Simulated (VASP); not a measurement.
The system is N.

```
N
1.0
     5.56052    0.00000    0.00000
     0.00000    5.56052    0.00000
     0.00000    0.00000    5.56052
N
8
Direct
  0.05740 0.44260 0.55740
  0.44260 0.55740 0.05740
  0.55740 0.05740 0.44260
  0.94260 0.94260 0.94260
  0.94260 0.55740 0.44260
  0.55740 0.44260 0.94260
  0.44260 0.94260 0.55740
  0.05740 0.05740 0.05740
```

Base run:

- Program: VASP 6.6.1
- Functional: r2SCAN
- Potentials or basis: VASP PAW PBE potentials, release 64 (N)
- Cutoff: 520 eV
- k mesh: 6 × 6 × 6
- Occupations: gaussian, width 0.01 eV
- Spin: no spin polarisation

Its results: band gap on the k mesh 7.91 eV (least direct gap 7.94 eV); pressure 0.1 GPa; largest force 0.151 eV/Å.

Q: The run is repeated on the same cell with these changes: functional from r2SCAN to PBEsol; potentials or basis from VASP PAW PBE potentials, release 64 (N) to VASP PAW PBE potentials, release 64 (N_h); cutoff from 520 eV to 910 eV. What comes out?

A: Band gap on the k mesh 7.24 eV (least direct gap 7.27 eV); pressure -0.7 GPa; largest force 0.684 eV/Å.

Caveats: the PAW data sets were made with another functional, which shifts forces and pressure a little; the standard files for N, O and F lose accuracy on very short bonds (at least some runs); the cutoff is under 1.25 times the usual one of these potentials, so pressure, stress and relaxed cells hold a basis-set (Pulay) error (at least some runs); this functional lacks dispersion, which holds the molecules together, so the pressure and a relaxed volume are unreliable (at least some runs).

A k mesh can miss the band edges.
